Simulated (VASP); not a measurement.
# TiO2 (I4_1/amd) in VASP: further runs

Runs on TiO2. Level: LDA. Tasks: single point.

Everything below comes from runs of VASP 6.6.1. Logs are shortened: lines on timing, memory, paths and dates and some standing lists are left out, and cuts for length are marked.

### 1 The cell of the first run

It takes space group I4_1/amd (No. 141, tetragonal). The conventional cell has a = 3.709 Å, b = 3.709 Å, c = 9.514 Å, α = 90.00°, β = 90.00°, γ = 90.00°. Ti (site symmetry -4m2) has 6 O at 1.90 to 1.97 Å within 2.5 Å. O (site symmetry 2mm) has 3 Ti at 1.90 to 1.97 Å and 2 O at 2.42 Å within 2.5 Å.

### 2 Single point, LDA (equal xx and yy strain of -2 %)

Input file INCAR:

```
SYSTEM = TiO2
ALGO = Normal ; EDIFF = 1E-6
ENCUT = 520 ; GGA = CA
ISIF = 2 ; ISMEAR = -1
LASPH = .True. ; LCHARG = .False.
LREAL = .False. ; LWAVE = .False.
NBANDS = 33 ; NELM = 60
PREC = Accurate ; SIGMA = 0.08
```

Input file KPOINTS:

```
k-points
0
Gamma
  13 13 13
  0 0 0
```

Input file POSCAR:

```
TiO2
1.0
   -1.8546500000      1.8546500000      4.7570000000
    1.8546500000     -1.8546500000      4.7570000000
    1.8546500000      1.8546500000     -4.7570000000
Ti O
2 4
Direct
    0.0000000000      0.0000000000      0.0000000000
    0.7500000000      0.2500000000      0.5000000000
    0.2066000000      0.2066000000      0.0000000000
    0.9566000000      0.4566000000      0.5000000000
    0.5434000000      0.0434000000      0.5000000000
    0.7934000000      0.7934000000      0.0000000000
```

Potentials or basis: VASP PAW LDA potentials, release 64 (Ti_sv, O).

Command:

```console
cat potpaw_LDA.64/Ti_sv/POTCAR potpaw_LDA.64/O/POTCAR > POTCAR
mpirun -np 1 vasp_std > vasp.out
```

OUTCAR:

```text
SYSTEM = TiO2
   EDIFF = 1E-6
   ENCUT = 520
   GGA = CA
   ISIF = 2
   ISMEAR = -1
   LASPH = .True.
   LREAL = .False.
   NELM = 60
   PREC = Accurate

 ion  position               nearest neighbor table
   1  0.000  0.000  0.000-   5 1.90   4 1.90   5 1.90   4 1.90   3 1.97   6 1.97
   2  0.750  0.250  0.500-   6 1.90   3 1.90   6 1.90   3 1.90   4 1.97   5 1.97
   3  0.207  0.207  0.000-   2 1.90   2 1.90   1 1.97
   4  0.957  0.457  0.500-   1 1.90   1 1.90   2 1.97
   5  0.543  0.043  0.500-   1 1.90   1 1.90   2 1.97
   6  0.793  0.793  0.000-   2 1.90   2 1.90   1 1.97

  LATTYP: Found a body centered tetragonal cell.
 ALAT       =     3.7093000000
 C/A-ratio  =     2.5649044294

  Lattice vectors:

 A1 = (  -1.8546500000,   1.8546500000,   4.7570000000)
 A2 = (   1.8546500000,  -1.8546500000,   4.7570000000)
 A3 = (   1.8546500000,   1.8546500000,  -4.7570000000)

Analysis of symmetry for initial positions (statically):
=====================================================================
 Subroutine PRICEL returns:
 Original cell was already a primitive cell.

 Routine SETGRP: Setting up the symmetry group for a
 body centered tetragonal supercell.

 Subroutine GETGRP returns: Found 16 space group operations
 (whereof  8 operations were pure point group operations)
 out of a pool of 16 trial point group operations.

The static configuration has the point symmetry D_2d.
 The point group associated with its full space group is D_4h.

Analysis of symmetry for dynamics (positions and initial velocities):
=====================================================================
 Subroutine PRICEL returns:
 Original cell was already a primitive cell.

 Routine SETGRP: Setting up the symmetry group for a
 body centered tetragonal supercell.

 Subroutine GETGRP returns: Found 16 space group operations
 (whereof  8 operations were pure point group operations)
 out of a pool of 16 trial point group operations.

The dynamic configuration has the point symmetry D_2d.
 The point group associated with its full space group is D_4h.

 Subroutine INISYM returns: Found 16 space group operations
 (whereof  8 operations are pure point group operations),
 and found     1 'primitive' translations

----------------------------------------------------------------------------------------

                                     Primitive cell

  volume of cell :      65.4511

  direct lattice vectors                    reciprocal lattice vectors
    -1.854650000  1.854650000  4.757000000     0.000000000  0.269592646  0.105108262
     1.854650000 -1.854650000  4.757000000     0.269592646  0.000000000  0.105108262
     1.854650000  1.854650000 -4.757000000     0.269592646  0.269592646  0.000000000

  length of vectors
     5.432172884  5.432172884  5.432172884     0.289357808  0.289357808  0.381261576

  position of ions in fractional coordinates (direct lattice)
     0.000000000  0.000000000  0.000000000
     0.750000000  0.250000000  0.500000000
     0.206600000  0.206600000  0.000000000
     0.956600000  0.456600000  0.500000000
     0.543400000  0.043400000  0.500000000
     0.793400000  0.793400000  0.000000000

  ion indices of the primitive-cell ions
   primitive index   ion index
                 1           1
                 2           2
                 3           3
                 4           4
                 5           5
                 6           6

----------------------------------------------------------------------------------------

 KPOINTS: k-points

Automatic generation of k-mesh.
 Grid dimensions read from file:
 generate k-points for:   13   13   13

 Generating k-lattice:

  Cartesian coordinates                     Fractional coordinates (reciprocal lattice)
     0.000000000  0.020737896  0.008085251     0.076923077  0.000000000  0.000000000
     0.020737896  0.000000000  0.008085251     0.000000000  0.076923077  0.000000000
     0.020737896  0.020737896  0.000000000     0.000000000  0.000000000  0.076923077

  Length of vectors
     0.022258293  0.022258293  0.029327814

  Shift w.r.t. Gamma in fractional coordinates (k-lattice)
     0.000000000  0.000000000  0.000000000

 Subroutine IBZKPT returns following result:
 ===========================================

 Found    196 irreducible k-points:

 Following reciprocal coordinates:
            Coordinates               Weight
  0.000000  0.000000  0.000000      1.000000
  0.076923 -0.000000  0.000000      8.000000
  0.153846 -0.000000  0.000000      8.000000
  0.230769 -0.000000  0.000000      8.000000
  0.307692 -0.000000  0.000000      8.000000
  0.384615  0.000000  0.000000      8.000000
[... 16 lines left out ...]
  0.384615  0.153846  0.000000     16.000000
  0.461538  0.153846  0.000000     16.000000
 [... further k-points ...]
   k-points           NKPTS =    196   k-points in BZ     NKDIM =    196   number of bands    NBANDS=     33
   number of dos      NEDOS =    301   number of ions     NIONS =      6
   total plane-waves  NPLWV =  64000
   dimension x,y,z NGX =    40 NGY =   40 NGZ =   40
   dimension x,y,z NGXF=    80 NGYF=   80 NGZF=   80
   ions per type =               2   4
   NGX,Y,Z   is equivalent  to a cutoff of  12.24, 12.24, 12.24 a.u.
   NGXF,Y,Z  is equivalent  to a cutoff of  24.48, 24.48, 24.48 a.u.
 SYSTEM =  TiO2
   PREC   = accura    normal or accurate (medium, high low for compatibility)
   ISTART =      0    job   : 0-new  1-cont  2-samecut
   ICHARG =      2    charge: 1-file 2-atom 10-const
   ISPIN  =      1    spin polarized calculation?
   LNONCOLLINEAR =      F non collinear calculations
   LSORBIT =      F    spin-orbit coupling
   LASPH  =      T    aspherical Exc in radial PAW
   ENCUT  =  520.0 eV  38.22 Ry    6.18 a.u.  10.10 10.10 10.10*2*pi/ulx,y,z
   NELM   =     60;   NELMIN=  2; NELMDL= -5     # of ELM steps
   EDIFF  = 0.1E-05   stopping-criterion for ELM
   LREAL  =      F    real-space projection
   EDIFFG = 0.1E-04   stopping-criterion for IOM
   NSW    =      0    number of steps for IOM
   IBRION =     -1    ionic relax: 0-MD 1-quasi-New 2-CG
   NFREE  =      0    steps in history (QN), initial steepest desc. (CG)
   ISIF   =      2    stress and relaxation
   ISYM   =      2    0-nonsym 1-usesym 2-fastsym
   POTIM  = 0.5000    time-step for ionic-motion
   TEBEG  =    0.0;   TEEND  =   0.0 temperature during run
   PSTRESS=    0.0 pullay stress
   NELECT =      48.0000    total number of electrons
   NUPDOWN=      -1.0000    fix difference up-down
   EMIN   =  10.00;   EMAX   =-10.00  energy-range for DOS
   EFERMI =   0.00;   METHOD = LEGACY
   ISMEAR =    -1;   SIGMA  =   0.08  broadening in eV -4-tet -1-fermi 0-gaus
   EFERMI_NEDOS =   21; number of points for ismear=-14 and -15
   IALGO  =     38    algorithm
   IMIX   =      4    mixing-type and parameters
     AMIX     =   0.40;   BMIX     =  1.00
     AMIX_MAG =   1.60;   BMIX_MAG =  1.00
  volume/ion in A,a.u.               =      10.91        73.61
  Fermi-wavevector in a.u.,A,eV,Ry     =   1.476328  2.789856 29.654505  2.179545
  Thomas-Fermi vector in A             =   2.590868
   LORBIT       =      0    0 simple, 1 ext, 2 COOP (PROOUT), +10 PAW based schemes
   GGA     = CA    functional components
   LHFCALC =     F    Hartree Fock is set to
   AEXX    =    0.0000 exact exchange contribution
   IVDW    =     0    specifies the selected vdW correction
   LEPSILON=     F    determine dielectric tensor
   LRPA    =     F    only Hartree local field effects (RPA)
 non-spin polarized calculation
  energy-cutoff  :      520.00
  volume of cell :       65.45
 maximum number of plane-waves:      1798
   NGX = 21   NGY = 21   NGZ = 21

 number of electron      48.0000015 magnetization

 Free energy of the ion-electron system (eV)
  ---------------------------------------------------
  ext. energy  EPLUGINS =         0.00000000
  ---------------------------------------------------
  free energy    TOTEN  =       -58.81598930 eV

  energy without entropy =      -58.81598919  energy(sigma->0) =      -58.81598925

 E-fermi :   4.6390     XC(G=0): -11.5417

 val. band max:        3.4543943235   @ k =  -0.4615   0.4615   0.0000
 cond. band min:       5.6080033556   @ k =   0.0000   0.0000   0.0000
 fundamental gap:      2.1536090321
 Fermi energy:         4.6389937896

 k-point     1 :       0.0000    0.0000    0.0000
  band No.  band energies     occupation
      1     -52.0083      2.00000
      2     -51.9339      2.00000
      3     -28.9519      2.00000
      4     -28.6659      2.00000
      5     -28.6659      2.00000
      6     -28.5839      2.00000
[... 25 lines left out ...]
     32       9.1144      0.00000
     33       9.3011      0.00000

 k-point     2 :       0.0769   -0.0000    0.0000
  band No.  band energies     occupation
      1     -52.0073      2.00000
      2     -51.9345      2.00000
      3     -28.9497      2.00000
      4     -28.6756      2.00000
      5     -28.6666      2.00000
      6     -28.5882      2.00000
[... 25 lines left out ...]
     32       9.2261      0.00000
     33       9.4707      0.00000

 k-point     3 :       0.1538   -0.0000    0.0000
  band No.  band energies     occupation
      1     -52.0044      2.00000
      2     -51.9363      2.00000
      3     -28.9441      2.00000
      4     -28.7017      2.00000
      5     -28.6683      2.00000
      6     -28.5996      2.00000
[... 25 lines left out ...]
     32       9.5297      0.00000
     33       9.8282      0.00000

 k-point     4 :       0.2308   -0.0000    0.0000
  band No.  band energies     occupation
      1     -52.0001      2.00000
      2     -51.9392      2.00000
      3     -28.9364      2.00000
      4     -28.7375      2.00000
      5     -28.6705      2.00000
      6     -28.6134      2.00000
[... 25 lines left out ...]
     32       9.7608      0.00000
     33      10.0670      0.00000

 k-point     5 :       0.3077   -0.0000    0.0000
  band No.  band energies     occupation
      1     -51.9950      2.00000
      2     -51.9428      2.00000
      3     -28.9288      2.00000
      4     -28.7753      2.00000
      5     -28.6727      2.00000
      6     -28.6246      2.00000
[... 604 lines left out ...]
 k-point    22 :       0.3077    0.1538    0.0000
  band No.  band energies     occupation
      1     -51.9888      2.00000
      2     -51.9476      2.00000
      3     -28.9095      2.00000
      4     -28.7927      2.00000
      5     -28.7006      2.00000
      6     -28.6364      2.00000
[... 25 lines left out ...]
     32      10.2690      0.00000
     33      10.5857      0.00000

 k-point    23 :       0.3846    0.1538    0.0000
  band No.  band energies     occupation
      1     -51.9845      2.00000
      2     -51.9506      2.00000
      3     -28.9082      2.00000
      4     -28.8213      2.00000
      5     -28.7013      2.00000
      6     -28.6468      2.00000
[... 25 lines left out ...]
     32      10.2837      0.00000
     33      10.6624      0.00000

 k-point    24 :       0.4615    0.1538    0.0000
  band No.  band energies     occupation
      1     -51.9829      2.00000
      2     -51.9514      2.00000
      3     -28.9141      2.00000
      4     -28.8332      2.00000
      5     -28.7008      2.00000
      6     -28.6533      2.00000
[... 25 lines left out ...]
     32      10.3249      0.00000
     33      10.6899      0.00000

 [... further k-points ...]

------------------------ aborting loop because EDIFF is reached ----------------------------------------

  FORCE on cell =-STRESS in cart. coord.  units (eV):
  Direction    XX          YY          ZZ          XY          YZ          ZX
  --------------------------------------------------------------------------------------
  -------------------------------------------------------------------------------------
  Total        1.9981515      1.9981515      1.4819607      0.0000000      0.0000000      0.0000000
  in kB       48.9127315     48.9127315     36.2769030      0.0000000      0.0000000      0.0000000
  external PRESSURE =      44.7007887 kB  Pullay stress =       0.0000000 kB

 VOLUME and BASIS-vectors are now :
 -----------------------------------------------------------------------------
  energy-cutoff  :      520.00
  volume of cell :       65.45
      direct lattice vectors                 reciprocal lattice vectors
    -1.854650000  1.854650000  4.757000000     0.000000000  0.269592646  0.105108262
     1.854650000 -1.854650000  4.757000000     0.269592646  0.000000000  0.105108262
     1.854650000  1.854650000 -4.757000000     0.269592646  0.269592646  0.000000000

 POSITION                                       TOTAL-FORCE (eV/Angst)
 -----------------------------------------------------------------------------------
      0.00000      0.00000      0.00000         0.000000      0.000000     -0.000000
     -0.00000      1.85465      2.37850         0.000000      0.000000     -0.000000
      0.00000      0.00000      1.96559        -0.000000      0.000000      0.107425
      0.00000      1.85465      4.34409         0.000000     -0.000000      0.107425
      0.00000      1.85465      0.41291         0.000000     -0.000000     -0.107425
      0.00000      0.00000      7.54841        -0.000000      0.000000     -0.107425
 -----------------------------------------------------------------------------------
    total drift:                                0.000000      0.000000     -0.000000

  FREE ENERGIE OF THE ION-ELECTRON SYSTEM (eV)
  ---------------------------------------------------
  free  energy   TOTEN  =       -58.8159893046 eV

  energy  without entropy=      -58.8159891926  energy(sigma->0) =      -58.81598925
```

Run time: 7.7 min. Hardware: 1 thread of Intel Xeon 6975P-C (Granite Rapids), shared host; peak memory 0.44 GiB.

What came out:

```
Free energy            : -58.8160 eV
Pressure               : 4.5 GPa
Largest force          : 0.107 eV/Å
Band gap on the k mesh : 2.15 eV (least direct gap 2.47 eV)
```

Forces in eV/Å, atoms in the order of the input:
```
Ti   0.000  0.000  0.000
Ti   0.000  0.000  0.000
O    0.000  0.000  0.107
O    0.000  0.000  0.107
O    0.000  0.000 -0.107
O    0.000  0.000 -0.107
```

Caveat: the cell differs from its parent crystal (equal xx and yy strain of -2 %); the cell stands under pressure; an odd mesh through Γ misses points on the zone boundary, where band edges can lie.

### 3 Single point, LDA (equal xx and yy strain of +3 %)

Input file INCAR:

```
  PREC = Accurate
  ENCUT = 520
  EDIFF = 1E-6
  ISMEAR = -1
  SIGMA = 0.08
  LREAL = False
  LASPH = True
  NELM = 60
  ALGO = Normal
  ISIF = 2
  LWAVE = False
  LCHARG = False
  GGA = CA
  NBANDS = 33
```

Input file KPOINTS:

```
Automatic mesh
0
Gamma
  13 13 13
```

POSCAR: that of step 2 with these lines changed.

```diff
@@ -2,5 +2,5 @@
 1.0
-   -1.8546500000      1.8546500000      4.7570000000
-    1.8546500000     -1.8546500000      4.7570000000
-    1.8546500000      1.8546500000     -4.7570000000
+   -1.9492750000      1.9492750000      4.7570000000
+    1.9492750000     -1.9492750000      4.7570000000
+    1.9492750000      1.9492750000     -4.7570000000
 Ti O
```

Potentials or basis: VASP PAW LDA potentials, release 64 (Ti_sv, O).

Command:

```console
cat potpaw_LDA.64/Ti_sv/POTCAR potpaw_LDA.64/O/POTCAR > POTCAR
mpirun -np 1 vasp_std > vasp.out
```

Wall time 7.8 min (1 thread of Intel Xeon 6975P-C (Granite Rapids), shared host); peak memory 0.47 GiB.

The run converged. Its results:

```
Free energy            : -58.4931 eV
Pressure               : -15.2 GPa
Largest force          : 0.075 eV/Å
Band gap on the k mesh : 1.90 eV (least direct gap 2.19 eV)
```

Forces in eV/Å, atoms in the order of the input:
```
Ti   0.000  0.000  0.000
Ti   0.000  0.000  0.000
O    0.000  0.000  0.075
O    0.000  0.000  0.075
O    0.000  0.000 -0.075
O    0.000  0.000 -0.075
```

Stress tensor (GPa, compression positive):
```
-17.86   0.00   0.00
  0.00 -17.86   0.00
  0.00   0.00 -10.02
```

Levels at points of the mesh, in eV from the valence-band top:
```csv
k point,band 21,band 22,band 23,band 24,band 25,band 26,band 27,band 28
"(0.00, 0.00, 0.00)",-0.64,-0.64,-0.38,-0.38,1.90,2.67,3.72,3.72
```

Caveat: the cell differs from its parent crystal (equal xx and yy strain of +3 %); the cell stands under tension; an odd mesh through Γ misses points on the zone boundary, where band edges can lie.

(Part 1 of 2 ends here.)
